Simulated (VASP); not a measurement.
**Cu: single point with LDA**

The system is Cu.

```
Cu
1.0
    -1.42329    1.42329    1.35748
     1.42329   -1.42329    1.35748
     1.42329    1.42329   -1.35748
Cu
1
Direct
  0.00000 0.00000 0.00000
```

This cell differs from its parent crystal: volume scaled by 0.96.

| Quantity | Value |
| --- | --- |
| Program | VASP 6.6.1 |
| Task | single point |
| Functional | LDA |
| Potentials or basis | VASP PAW LDA potentials, release 64 (Cu) |
| Cutoff | 520 eV |
| k mesh | 13 × 13 × 13 |
| Occupations | fermi-dirac, width 0.05 eV |
| Spin | no spin polarisation |
| Dipole correction | no |
| Further INCAR settings | ALGO = Fast; EDIFF = 1e-06; NBANDS = 12 |

```json
{
  "Pressure": "0.0 GPa"
}
```

Levels at points of the mesh, in eV from the Fermi level:
```tsv
k point	band 3	band 4	band 5	band 6	band 7	band 8	band 9	band 10
(0.00, 0.00, 0.00)	-3.25	-3.25	-2.31	-2.08	25.39	25.39	26.65	29.71
```

Run time: 14 s on 1 thread of Intel(R) Xeon(R) Platinum 8488C (Sapphire Rapids), with other jobs on the host, peak memory 0.13 GiB.
